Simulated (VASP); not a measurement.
# Er3Se (Pm-3n) in VASP: a series of runs

The runs below take Er3Se through single point, relaxation of cell and atoms, with PBE.

Everything below comes from runs of VASP 6.6.1. Logs are shortened: lines on timing, memory, paths and dates and some standing lists are left out, and cuts for length are marked.

## 1. The cell of the first run

The structure is cubic, space group Pm-3n (No. 223). The conventional cell has a = 5.956 Å, b = 5.956 Å, c = 5.956 Å, α = 90.00°, β = 90.00°, γ = 90.00°. Er (site symmetry -4m2) has 10 Er at 2.98 to 3.65 Å and 4 Se at 3.33 Å within 3.9 Å. Within 4.4 Å of Se (site symmetry m-3) lie 12 Er at 3.33 Å.

The cell was generated, and may not be a known phase.

## 2. Single point, PBE

INCAR reads:

```
SYSTEM = Er3Se
PREC = Accurate
ENCUT = 500
EDIFF = 1E-6
ISMEAR = 0
SIGMA = 0.1
LREAL = .FALSE.
LASPH = .TRUE.
NELM = 200
ALGO = Normal
ISIF = 2
LWAVE = .FALSE.
LCHARG = .FALSE.
GGA = PE
NBANDS = 43
GGA_COMPAT = .FALSE.
LMAXMIX = 6
```

KPOINTS reads:

```
regular mesh
0
G
  6 6 6
  0 0 0
```

POSCAR reads:

```
Er3Se
1.0
    5.9563395885      0.0000000000      0.0000000000
    0.0000000000      5.9563395885      0.0000000000
    0.0000000000      0.0000000000      5.9563395885
Er Se
6 2
Direct
    0.2500000000      0.0000000000      0.5000000000
    0.5000000000      0.7500000000      0.0000000000
    0.7500000000      0.0000000000      0.5000000000
    0.5000000000      0.2500000000      0.0000000000
    0.0000000000      0.5000000000      0.7500000000
    0.0000000000      0.5000000000      0.2500000000
    0.0000000000      0.0000000000      0.0000000000
    0.5000000000      0.5000000000      0.5000000000
```

Potentials or basis: VASP PAW PBE potentials, release 64 (Er_3, Se), 4f in core.

Command:

```bash
$ cat potpaw_PBE.64/Er_3/POTCAR potpaw_PBE.64/Se/POTCAR > POTCAR
$ mpirun -np 1 vasp_std > vasp.out
```

OUTCAR:

```text
SYSTEM = Er3Se
   PREC = Accurate
   ENCUT = 500
   EDIFF = 1E-6
   ISMEAR = 0
   LREAL = .FALSE.
   LASPH = .TRUE.
   NELM = 200
   ISIF = 2
   GGA = PE

 ion  position               nearest neighbor table
   1  0.250  0.000  0.500-   3 2.98   3 2.98   4 3.65   5 3.65   6 3.65   2 3.65   4 3.65   5 3.65
                             6 3.65   2 3.65
   2  0.500  0.750  0.000-   4 2.98   4 2.98   1 3.65   5 3.65   6 3.65   1 3.65   3 3.65   3 3.65
                             5 3.65   6 3.65
   3  0.750  0.000  0.500-   1 2.98   1 2.98   4 3.65   5 3.65   6 3.65   2 3.65   4 3.65   5 3.65
                             6 3.65   2 3.65
   4  0.500  0.250  0.000-   2 2.98   2 2.98   3 3.65   5 3.65   6 3.65   1 3.65   3 3.65   1 3.65
                             5 3.65   6 3.65
   5  0.000  0.500  0.750-   6 2.98   6 2.98   3 3.65   4 3.65   1 3.65   2 3.65   1 3.65   3 3.65
                             2 3.65   4 3.65
   6  0.000  0.500  0.250-   5 2.98   5 2.98   3 3.65   4 3.65   1 3.65   2 3.65   1 3.65   3 3.65
                             2 3.65   4 3.65
   7  0.000  0.000  0.000-
   8  0.500  0.500  0.500-

  LATTYP: Found a simple cubic cell.
 ALAT       =     5.9563395885

  Lattice vectors:

 A1 = (   5.9563395885,   0.0000000000,   0.0000000000)
 A2 = (   0.0000000000,   5.9563395885,   0.0000000000)
 A3 = (   0.0000000000,   0.0000000000,   5.9563395885)

Analysis of symmetry for initial positions (statically):
=====================================================================
 Subroutine PRICEL returns:
 Original cell was already a primitive cell.

 Routine SETGRP: Setting up the symmetry group for a
 simple cubic supercell.

 Subroutine GETGRP returns: Found 48 space group operations
 (whereof 24 operations were pure point group operations)
 out of a pool of 48 trial point group operations.

The static configuration has the point symmetry T_h .
 The point group associated with its full space group is O_h .

Analysis of symmetry for dynamics (positions and initial velocities):
=====================================================================
 Subroutine PRICEL returns:
 Original cell was already a primitive cell.

 Routine SETGRP: Setting up the symmetry group for a
 simple cubic supercell.

 Subroutine GETGRP returns: Found 48 space group operations
 (whereof 24 operations were pure point group operations)
 out of a pool of 48 trial point group operations.

The dynamic configuration has the point symmetry T_h .
 The point group associated with its full space group is O_h .

 Subroutine INISYM returns: Found 48 space group operations
 (whereof 24 operations are pure point group operations),
 and found     1 'primitive' translations

----------------------------------------------------------------------------------------

                                     Primitive cell

  volume of cell :     211.3189

  direct lattice vectors                    reciprocal lattice vectors
     5.956339588  0.000000000  0.000000000     0.167888346  0.000000000  0.000000000
     0.000000000  5.956339588  0.000000000     0.000000000  0.167888346  0.000000000
     0.000000000  0.000000000  5.956339588     0.000000000  0.000000000  0.167888346

  length of vectors
     5.956339588  5.956339588  5.956339588     0.167888346  0.167888346  0.167888346

  position of ions in fractional coordinates (direct lattice)
     0.250000000  0.000000000  0.500000000
     0.500000000  0.750000000  0.000000000
     0.750000000  0.000000000  0.500000000
     0.500000000  0.250000000  0.000000000
     0.000000000  0.500000000  0.750000000
     0.000000000  0.500000000  0.250000000
     0.000000000  0.000000000  0.000000000
     0.500000000  0.500000000  0.500000000

  ion indices of the primitive-cell ions
   primitive index   ion index
                 1           1
                 2           2
                 3           3
                 4           4
                 5           5
                 6           6
                 7           7
                 8           8

----------------------------------------------------------------------------------------

 KPOINTS: regular mesh

Automatic generation of k-mesh.
 Grid dimensions read from file:
 generate k-points for:    6    6    6

 Generating k-lattice:

  Cartesian coordinates                     Fractional coordinates (reciprocal lattice)
     0.027981391  0.000000000  0.000000000     0.166666667  0.000000000  0.000000000
     0.000000000  0.027981391  0.000000000     0.000000000  0.166666667  0.000000000
     0.000000000  0.000000000  0.027981391     0.000000000  0.000000000  0.166666667

  Length of vectors
     0.027981391  0.027981391  0.027981391

  Shift w.r.t. Gamma in fractional coordinates (k-lattice)
     0.000000000  0.000000000  0.000000000

 Subroutine IBZKPT returns following result:
 ===========================================

 Found     20 irreducible k-points:

 Following reciprocal coordinates:
            Coordinates               Weight
  0.000000  0.000000  0.000000      1.000000
  0.166667  0.000000  0.000000      6.000000
  0.333333  0.000000  0.000000      6.000000
  0.500000  0.000000  0.000000      3.000000
  0.166667  0.166667  0.000000     12.000000
  0.333333  0.166667  0.000000     24.000000
[... 12 lines left out ...]
  0.500000  0.500000  0.333333      6.000000
  0.500000  0.500000  0.500000      1.000000
   k-points           NKPTS =     20   k-points in BZ     NKDIM =     20   number of bands    NBANDS=     43
   number of dos      NEDOS =    301   number of ions     NIONS =      8
   total plane-waves  NPLWV = 110592
   dimension x,y,z NGX =    48 NGY =   48 NGZ =   48
   dimension x,y,z NGXF=    96 NGYF=   96 NGZF=   96
   ions per type =               6   2
   NGX,Y,Z   is equivalent  to a cutoff of  13.40, 13.40, 13.40 a.u.
   NGXF,Y,Z  is equivalent  to a cutoff of  26.79, 26.79, 26.79 a.u.
 SYSTEM =  Er3Se
   PREC   = accura    normal or accurate (medium, high low for compatibility)
   ISTART =      0    job   : 0-new  1-cont  2-samecut
   ICHARG =      2    charge: 1-file 2-atom 10-const
   ISPIN  =      1    spin polarized calculation?
   LNONCOLLINEAR =      F non collinear calculations
   LSORBIT =      F    spin-orbit coupling
   LASPH  =      T    aspherical Exc in radial PAW
   ENCUT  =  500.0 eV  36.75 Ry    6.06 a.u.  10.86 10.86 10.86*2*pi/ulx,y,z
   NELM   =    200;   NELMIN=  2; NELMDL= -5     # of ELM steps
   EDIFF  = 0.1E-05   stopping-criterion for ELM
   LREAL  =      F    real-space projection
   EDIFFG = 0.1E-04   stopping-criterion for IOM
   NSW    =      0    number of steps for IOM
   IBRION =     -1    ionic relax: 0-MD 1-quasi-New 2-CG
   NFREE  =      0    steps in history (QN), initial steepest desc. (CG)
   ISIF   =      2    stress and relaxation
   ISYM   =      2    0-nonsym 1-usesym 2-fastsym
   POTIM  = 0.5000    time-step for ionic-motion
   TEBEG  =    0.0;   TEEND  =   0.0 temperature during run
   PSTRESS=    0.0 pullay stress
   NELECT =      66.0000    total number of electrons
   NUPDOWN=      -1.0000    fix difference up-down
   EMIN   =  10.00;   EMAX   =-10.00  energy-range for DOS
   EFERMI =   0.00;   METHOD = LEGACY
   ISMEAR =     0;   SIGMA  =   0.10  broadening in eV -4-tet -1-fermi 0-gaus
   EFERMI_NEDOS =   21; number of points for ismear=-14 and -15
   IALGO  =     38    algorithm
   IMIX   =      4    mixing-type and parameters
     AMIX     =   0.40;   BMIX     =  1.00
     AMIX_MAG =   1.60;   BMIX_MAG =  1.00
  volume/ion in A,a.u.               =      26.41       178.26
  Fermi-wavevector in a.u.,A,eV,Ry     =   1.110734  2.098983 16.785913  1.233730
  Thomas-Fermi vector in A             =   2.247289
   LORBIT       =      0    0 simple, 1 ext, 2 COOP (PROOUT), +10 PAW based schemes
   GGA     = PE    functional components
   LHFCALC =     F    Hartree Fock is set to
   AEXX    =    0.0000 exact exchange contribution
   IVDW    =     0    specifies the selected vdW correction
   LEPSILON=     F    determine dielectric tensor
   LRPA    =     F    only Hartree local field effects (RPA)
 non-spin polarized calculation
 Gauss-broadening in eV      SIGMA  =   0.10
  energy-cutoff  :      500.00
  volume of cell :      211.32
 maximum number of plane-waves:      5400
 NGX is ok and might be reduce to    48
   NGX = 21   NGY = 21   NGZ = 21

 number of electron      65.9999996 magnetization

 Free energy of the ion-electron system (eV)
  ---------------------------------------------------
  ext. energy  EPLUGINS =         0.00000000
  ---------------------------------------------------
  free energy    TOTEN  =       -36.95548446 eV

  energy without entropy =      -36.92305446  energy(sigma->0) =      -36.93926946

 E-fermi :   4.1791     XC(G=0): -10.1969

 val. band max:        4.1624551343   @ k =   0.1667   0.1667   0.1667
 cond. band min:       4.1909431589   @ k =   0.5000   0.3333   0.1667
 fundamental gap:      0.0284880246
 Fermi energy:         4.1790691143

 k-point     1 :       0.0000    0.0000    0.0000
  band No.  band energies     occupation
      1     -21.3992      2.00000
      2     -21.3992      2.00000
      3     -21.2920      2.00000
      4     -20.8925      2.00000
      5     -20.8925      2.00000
      6     -20.8925      2.00000
[... 35 lines left out ...]
     42       7.3565      0.00000
     43       7.4388      0.00000

 k-point     2 :       0.1667    0.0000    0.0000
  band No.  band energies     occupation
      1     -21.3965      2.00000
      2     -21.3657      2.00000
      3     -21.2541      2.00000
      4     -20.8899      2.00000
      5     -20.8899      2.00000
      6     -20.8716      2.00000
[... 35 lines left out ...]
     42       7.2216      0.00000
     43       7.3485      0.00000

 k-point     3 :       0.3333    0.0000    0.0000
  band No.  band energies     occupation
      1     -21.3883      2.00000
      2     -21.3609      2.00000
      3     -21.0553      2.00000
      4     -20.8850      2.00000
      5     -20.8850      2.00000
      6     -20.8174      2.00000
[... 735 lines left out ...]
      6     -20.7934      2.00000
[... 35 lines left out ...]
     42       5.6532      0.00000
     43       5.9867      0.00000

 k-point    20 :       0.5000    0.5000    0.5000
  band No.  band energies     occupation
      1     -20.8440      2.00000
      2     -20.8440      2.00000
      3     -20.8004      2.00000
      4     -20.8004      2.00000
      5     -20.8004      2.00000
      6     -20.8004      2.00000
[... 35 lines left out ...]
     42       5.3112      0.00000
     43       6.1813      0.00000

------------------------ aborting loop because EDIFF is reached ----------------------------------------

  FORCE on cell =-STRESS in cart. coord.  units (eV):
  Direction    XX          YY          ZZ          XY          YZ          ZX
  --------------------------------------------------------------------------------------
  -------------------------------------------------------------------------------------
  Total        0.9291561      0.9291561      0.9291561     -0.0000000      0.0000000      0.0000000
  in kB        7.0446739      7.0446739      7.0446739     -0.0000000      0.0000000      0.0000000
  external PRESSURE =       7.0446739 kB  Pullay stress =       0.0000000 kB

 VOLUME and BASIS-vectors are now :
 -----------------------------------------------------------------------------
  energy-cutoff  :      500.00
  volume of cell :      211.32
      direct lattice vectors                 reciprocal lattice vectors
     5.956339588  0.000000000  0.000000000     0.167888346  0.000000000  0.000000000
     0.000000000  5.956339588  0.000000000     0.000000000  0.167888346  0.000000000
     0.000000000  0.000000000  5.956339588     0.000000000  0.000000000  0.167888346

 POSITION                                       TOTAL-FORCE (eV/Angst)
 -----------------------------------------------------------------------------------
      1.48908      0.00000      2.97817        -0.000000     -0.000000     -0.000000
      2.97817      4.46725      0.00000        -0.000000     -0.000000      0.000000
      4.46725      0.00000      2.97817         0.000000     -0.000000      0.000000
      2.97817      1.48908      0.00000        -0.000000      0.000000      0.000000
      0.00000      2.97817      4.46725         0.000000      0.000000     -0.000000
      0.00000      2.97817      1.48908         0.000000      0.000000     -0.000000
      0.00000      0.00000      0.00000         0.000000      0.000000     -0.000000
      2.97817      2.97817      2.97817         0.000000      0.000000     -0.000000
 -----------------------------------------------------------------------------------
    total drift:                                0.000000     -0.000000      0.000000

  FREE ENERGIE OF THE ION-ELECTRON SYSTEM (eV)
  ---------------------------------------------------
  free  energy   TOTEN  =       -36.9554844620 eV

  energy  without entropy=      -36.9230544646  energy(sigma->0) =      -36.93926946
```

Run time: 4.6 min. Hardware: 1 thread of Intel Xeon Platinum 8375C at 2.90GHz (Ice Lake), shared host; peak memory 0.39 GiB.

What came out:

```yaml
Free_energy: -36.9555 eV
Pressure: 0.7 GPa
Band_gap_on_the_k_mesh: zero (bands 33 and 34 overlap by 1.24 eV)
```

Caveat: spin-orbit coupling is left out, which moves the levels of the heavy elements; the 4f electrons are frozen in the core, so they carry no moment and show no levels; the run has no spin polarisation, though such a crystal can be magnetic. With open d or f shells a metallic result of PBE can be an artefact of self-interaction; +U or a hybrid may open a gap.

(Continued in part 2 of 2.)

The gap in the log of VASP goes by the Fermi energy; the results here count the filled bands.